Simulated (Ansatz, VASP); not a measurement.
## MoSe in VASP and in Ansatz

```xyz
2
Lattice="0.0000 2.7982 2.7982 2.7982 0.0000 2.7982 2.7982 2.7982 0.0000" Properties=species:S:1:pos:R:3 pbc="T T T"
Mo    0.0000    0.0000    0.0000
Se    1.3991    1.3991    1.3991
```

Alike in both runs: functional PBEsol; k mesh 6 × 6 × 6; occupations gaussian, width 0.1 eV; collinear spin.

Ansatz relaxed the structure, and its values are those at the end. VASP's run is a single point on that final structure, the one shown.

|  | VASP | Ansatz |
| --- | --- | --- |
| version | VASP 6.6.1 | Ansatz 0.2.0 |
| potentials or method | VASP PAW PBE potentials, release 64 (Mo_sv, Se), cutoff 520 eV | scalar-relativistic, plane waves, PAW |
| valence electrons in the cell | 20 | 30 |

Ansatz gave:

| Item | Value |
| --- | --- |
| gap on the k mesh at the Fermi level (eV) | none |
| pressure (GPa) | -0.1 |
| net moment per atom (μB) | 0.43 |
| size of the moment on the site where the two differ most (μB) | 0.60 |

Task: What did VASP give for the same quantities?

Result: gap on the k mesh at the Fermi level (eV): none; pressure (GPa): -0.7; net moment per atom (μB): 0.00; size of the moment on the site where the two differ most (μB): 0.00.

The net moments are unlike, so the other rows may belong to different states. VASP's potentials were made for PBE, not for PBEsol. Site moments also hang on the region over which each program counts them. A gap of «none» marks a metal or a gap that the smearing closes. VASP's potentials hold 20 valence electrons a cell and Ansatz's 30, so a difference there can come from the potentials and not from the codes.
